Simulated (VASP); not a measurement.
Runs of VASP 6.6.1 on SiC. The structure is that of space group P6_3mc (No. 186), or close to it. The cells are those of the table. 

```tsv
task	cell	k mesh	cutoff (eV)	smearing	gap on the mesh (eV)	pressure (GPa)
single point	a = 3.058, b = 3.058, c = 5.018 Å, angles 90.0, 90.0, 120.0°, 4 atoms	8 × 8 × 6	520	gaussian 0.01 eV	2.35	4.4
relaxation of cell and atoms	relaxed to 10 GPa from a = 3.076, b = 3.076, c = 5.048 Å, angles 90.0, 90.0, 120.0°, 4 atoms	8 × 8 × 6	600	gaussian 0.01 eV	2.31	10.0
single point	a = 3.046, b = 3.046, c = 4.997 Å, angles 90.0, 90.0, 120.0°, 4 atoms	8 × 8 × 6	520	gaussian 0.01 eV	2.33	(b)
single point	a = 3.034, b = 3.034, c = 4.977 Å, angles 90.0, 90.0, 120.0°, 4 atoms	8 × 8 × 6	520	gaussian 0.01 eV	2.31	10.4
relaxation of cell and atoms	relaxed to 1 GPa from a = 3.076, b = 3.076, c = 5.048 Å, angles 90.0, 90.0, 120.0°, 4 atoms	8 × 8 × 6	600	gaussian 0.01 eV	(a)	1.0
single point	a = 3.076, b = 3.076, c = 5.048 Å, angles 90.0, 90.0, 120.0°, 4 atoms	16 × 16 × 8	520	fermi-dirac 0.1 eV	2.18	(c)
single point	a = 3.016, b = 3.016, c = 4.946 Å, angles 90.0, 90.0, 120.0°, 4 atoms	8 × 8 × 6	520	gaussian 0.01 eV	2.28	15.4
relaxation of cell and atoms	relaxed to 4 GPa from a = 3.076, b = 3.076, c = 5.048 Å, angles 90.0, 90.0, 120.0°, 4 atoms	8 × 8 × 6	600	gaussian 0.01 eV	2.35	4.0
```

Alike in all rows: level PBEsol; potentials or basis VASP PAW PBE potentials, release 64 (Si, C); no spin polarisation.

Q: Estimate the missing entries.

A: (a) 2.37; (b) 7.4; (c) 0.4.

Caveats: the PAW data sets were made with another functional, which shifts forces and pressure a little; the cell is relaxed towards a set pressure, so the enthalpy falls and the energy may rise (some runs).

A k mesh can miss the band edges.
